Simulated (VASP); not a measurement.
A run of VASP 6.6.1 is set up as follows.

Contents of INCAR:

```
SYSTEM = SnO
ALGO     = Normal         ! electronic algorithm
EDIFF    = 1E-6           ! SCF threshold, eV
ENCUT    = 520            ! plane-wave cutoff, eV
GGA      = RP             ! functional
ISIF     = 2              ! what is computed and relaxed
ISMEAR   = -1             ! smearing method
LASPH    = .True.         ! aspherical terms in the spheres
LCHARG   = .False.        ! write CHGCAR
LREAL    = .False.        ! projectors in reciprocal space
LWAVE    = .False.        ! write WAVECAR
NBANDS   = 28             ! bands
NELM     = 100            ! most SCF steps
PREC     = Accurate       ! precision mode
SIGMA    = 0.05           ! smearing width, eV
```

Contents of KPOINTS:

```
k-points
0
Gamma
  4 4 3
  0 0 0
```

The input POSCAR:

```
SnO
1.0
    3.8136952200      0.0000000000      0.0000000000
    0.0000000000      3.8136952200      0.0000000000
    0.0000000000      0.0000000000      4.8869133000
Sn O
2 2
Direct
    0.5000000000      0.0000000000      0.7646261400
    0.0000000000      0.5000000000      0.2353738600
    0.0000000000      0.0000000000      0.0000000000
    0.5000000000      0.5000000000      0.0000000000
```

Potentials or basis: VASP PAW PBE potentials, release 64 (Sn_d, O).

Launch:

```bash
$ cat potpaw_PBE.64/Sn_d/POTCAR potpaw_PBE.64/O/POTCAR > POTCAR
$ mpirun -np 1 vasp_std > vasp.out
```

**Question.** What does it give for the band gap on the k mesh?

**Answer.** 0.16 eV, indirect (least direct gap 2.05 eV).

**Question.** Estimate the largest force.

**Answer.** 0.678 eV/Å.

**Question.** Predict the pressure.

**Answer.** 6.4 GPa.

Stress tensor (GPa, compression positive):
```
6.86 0.00 0.00
0.00 6.86 0.00
0.00 0.00 5.58
```

Caveat: the k points lie up to 0.43 Å⁻¹ apart; the PAW data sets were made with another functional, which shifts forces and pressure a little; spin-orbit coupling is left out, which moves the levels of the heavy elements. A k mesh can miss the band edges.
